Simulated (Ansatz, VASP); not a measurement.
Hf: VASP beside Ansatz

File INCAR:

```
  PREC = Accurate
  ENCUT = 520
  EDIFF = 1E-6
  ISMEAR = -1
  SIGMA = 0.05
  LREAL = False
  LASPH = True
  NELM = 80
  ALGO = Normal
  ISIF = 2
  LWAVE = False
  LCHARG = False
  GGA = PE
  NBANDS = 11
```

Contents of KPOINTS:

```
regular mesh
0
Gamma
  14 14 14
```

Contents of POSCAR:

```
Hf
1.0
   -1.8591500000      1.8591500000      1.8050000000
    1.8591500000     -1.8591500000      1.8050000000
    1.8591500000      1.8591500000     -1.8050000000
Hf
1
Direct
    0.0000000000      0.0000000000      0.0000000000
```

Input for Ansatz:

```yaml
crystal:
  lattice:
    - [-1.85915, 1.85915, 1.805]
    - [1.85915, -1.85915, 1.805]
    - [1.85915, 1.85915, -1.805]
  atoms:
    - { symbol: Hf, position: [0.0, 0.0, 0.0] }
kpoints:
  mp_grid: { grid: [14, 14, 14] }
  band_path:
    path:
      - [0.0, 0.0, 0.0]
      - [0.0, 0.0, 0.5]
      - [-0.5, 0.5, 0.5]
      - [0.0, 0.0, 0.0]
      - [0.4856489773, 0.4856489773, -0.4856489773]
      - [-0.4856489773, 0.5143510227, 0.4856489773]
      - [-0.5, 0.5, 0.5]
      - [0.0, 0.0, 0.5]
      - [0.25, 0.25, 0.25]
    npoints: 5
scf:
  occupations: { method: fermi_dirac, width: 0.05 }
hamiltonian:
  xc: pbe
  pseudopotentials: { kind: all_electron, lapw: { basis_error: 0.0005 } }
output:
  forces: true
  stress: true
  eigenvalues: true
```

Change from the starting cell: equal xx and yy strain of +3 %.

Alike in both runs: task single point; functional PBE; k mesh 14 × 14 × 14; occupations fermi-dirac, width 0.05 eV; no spin polarisation.

|  | VASP | Ansatz |
| --- | --- | --- |
| version | VASP 6.6.1 | Ansatz 0.2.0 |
| potentials or method | VASP PAW PBE potentials, release 64 (Hf_pv), cutoff 520 eV | all-electron LAPW, scalar-relativistic |

VASP gave:

- pressure (GPa): -9.7
- traceless stress, the component that is largest in VASP (GPa): -1.18

Task: Estimate Ansatz's values.

Result: Pressure (GPa): -9.3; traceless stress, the component that is largest in VASP (GPa): -1.16.

Ansatz ran all-electron here, and VASP with PAW potentials.

Spin-orbit coupling is off throughout.
